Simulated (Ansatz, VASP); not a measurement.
Two plane-wave programs on Sn

Contents of POSCAR:

```
Sn
1.0
    0.0000000000      3.4078800000      3.2456000000
    3.0833200000      0.0000000000      3.2456000000
    3.0833200000      3.4078800000      0.0000000000
Sn
2
Direct
    0.5000000000      0.5000000000      0.5000000000
    0.7500000000      0.7500000000      0.7500000000
```

File INCAR.step1:

```
SYSTEM = Sn
PREC = Accurate ; ENCUT = 520
ISMEAR = 0 ; SIGMA = 0.15
LREAL = .FALSE. ; LASPH = .TRUE.
NELM = 60 ; NBANDS = 21
GGA = PE ; ALGO = Normal
EDIFF = 1E-4 ; LWAVE = .TRUE.
LCHARG = .FALSE.
```

File INCAR.step2:

```
SYSTEM = Sn
PREC = Accurate ; ENCUT = 520
EDIFF = 1E-6 ; ISMEAR = 0
SIGMA = 0.15 ; LREAL = .FALSE.
LASPH = .TRUE. ; NELM = 60
ALGO = Normal ; ISIF = 2
LWAVE = .FALSE. ; LCHARG = .TRUE.
METAGGA = R2SCAN ; LMIXTAU = .TRUE.
LELF = .TRUE. ; LVHAR = .TRUE.
NBANDS = 21 ; ISTART = 1
```

Contents of KPOINTS:

```
regular mesh
0
G
  12 12 12
  0 0 0
```

Input for Ansatz:

```yaml
crystal:
  lattice:
    - [0.0, 3.40788, 3.2456]
    - [3.08332, 0.0, 3.2456]
    - [3.08332, 3.40788, 0.0]
  atoms:
    - { symbol: Sn, position: [0.5, 0.5, 0.5] }
    - { symbol: Sn, position: [0.75, 0.75, 0.75] }
basis:
  ecutwfc: 500
kpoints:
  mp_grid: { grid: [12, 12, 12] }
hamiltonian:
  xc: r2scan
scf:
  occupations: { method: gaussian, width: 0.15 }
output:
  forces: true
  stress: true
  eigenvalues: true
```

Change from the starting cell: strain -0.0500 x Voigt [1, -1, 0, 0, 0, 0], atoms carried along.

Alike in both runs: task single point; functional r2SCAN; k mesh 12 × 12 × 12; occupations gaussian, width 0.15 eV; no spin polarisation.

|  | VASP | Ansatz |
| --- | --- | --- |
| version | VASP 6.6.1 | Ansatz 0.2.0 |
| potentials or method | VASP PAW PBE potentials, release 64 (Sn_d), cutoff 520 eV | scalar-relativistic, plane waves, PAW |
| valence electrons in the cell | 28 | 28 |

|  | VASP | Ansatz | Ansatz less VASP |
| --- | --- | --- | --- |
| gap on the k mesh at the Fermi level (eV) | none | none | - |
| pressure (GPa) | 1.6 | 1.7 | +0.04 |
| traceless stress, the component that is largest in VASP (GPa) | -1.90 | -1.91 | -0.003 |

VASP's potentials were made for PBE, not for r2SCAN. A gap of «none» marks a metal or a gap that the smearing closes.
